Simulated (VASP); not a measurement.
CdSe, 2 atoms in the cell. It takes space group Pm-3m (No. 221, cubic). Conventional cell: a = 4.004 Å, b = 4.004 Å, c = 4.004 Å, α = 90.00°, β = 90.00°, γ = 90.00°. Cd (site symmetry m-3m) has 8 Se at 3.47 Å and 6 Cd at 4.00 Å within 4.6 Å. Within 4.6 Å of Se (site symmetry m-3m) lie 8 Cd at 3.47 Å and 6 Se at 4.00 Å. 

* Program: VASP 6.6.1
* Task: relaxation of cell and atoms
* Functional: PBE
* Potentials or basis: VASP PAW PBE potentials, release 64 (Cd, Se)
* Cutoff: 600 eV
* k mesh: 4 × 4 × 4
* Occupations: gaussian, width 0.1 eV
* Spin: no spin polarisation
* Dipole correction: no
* Further INCAR settings: ALGO = Normal; EDIFF = 1e-07; IBRION = 2; EDIFFG = -0.04; NSW = 90; ISIF = 3

Potentials or basis: VASP PAW PBE potentials, release 64 (Cd, Se).

Command:

```bash
$ cat potpaw_PBE.64/Cd/POTCAR potpaw_PBE.64/Se/POTCAR > POTCAR
$ mpirun -np 1 vasp_std > vasp.out
```

Hardware: 1 thread of Intel Xeon 6975P-C (shared host).

How long does it take, and how much memory?

It took 23 s on 1 thread of Intel Xeon 6975P-C (shared host), peak memory 0.19 GiB. Counts: scf iterations 40, k points 10, ion steps 4.
